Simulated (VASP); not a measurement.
Here is a VASP 6.6.1 calculation.

Contents of POSCAR:

```
Pb
1.0
    3.3890400638      0.0000000000      0.0000000000
   -1.6945200319      2.9349947897      0.0000000000
    0.0000000000      0.0000000000     10.9855667475
Pb
4
Direct
    0.0000000000      0.0000000000      1.0000000000
    0.0000000000      0.0000000000      0.5000000000
    0.3333333333      0.6666666667      0.2500000000
    0.6666666667      0.3333333333      0.7500000000
```

INCAR.step1

```
PREC = Accurate ; ENCUT = 520
ISMEAR = -1 ; SIGMA = 0.1
LREAL = F ; LASPH = T
NELM = 60 ; NBANDS = 36
GGA = PE ; ALGO = Normal
EDIFF = 1E-4 ; LWAVE = T
LCHARG = F
```

The input INCAR.step2:

```
PREC = Accurate ; ENCUT = 520
EDIFF = 1E-7 ; ISMEAR = -1
SIGMA = 0.1 ; LREAL = F
LASPH = T ; NELM = 60
ALGO = Normal ; ISIF = 2
LWAVE = F ; LCHARG = F
METAGGA = R2SCAN ; LMIXTAU = T
NBANDS = 36 ; ISTART = 1
```

File KPOINTS:

```
Automatic mesh
0
Gamma
  12 12 3
```

Potentials or basis: VASP PAW PBE potentials, release 64 (Pb_d).

The run is started by

```sh
$ cat potpaw_PBE.64/Pb_d/POTCAR > POTCAR
$ cp INCAR.step1 INCAR
$ mpirun -np 1 vasp_std > vasp.out
$ cp INCAR.step2 INCAR
$ mpirun -np 1 vasp_std > vasp.out
```

(1) Estimate the band gap on the k mesh.

(2) Predict the pressure.

Results:

(1) zero (bands 28 and 29 overlap by 8.97 eV).

(2) 7.8 GPa.

Caveat: the cell stands under pressure; the PAW data sets were made with another functional, which shifts forces and pressure a little; spin-orbit coupling is left out, which moves the levels of the heavy elements.
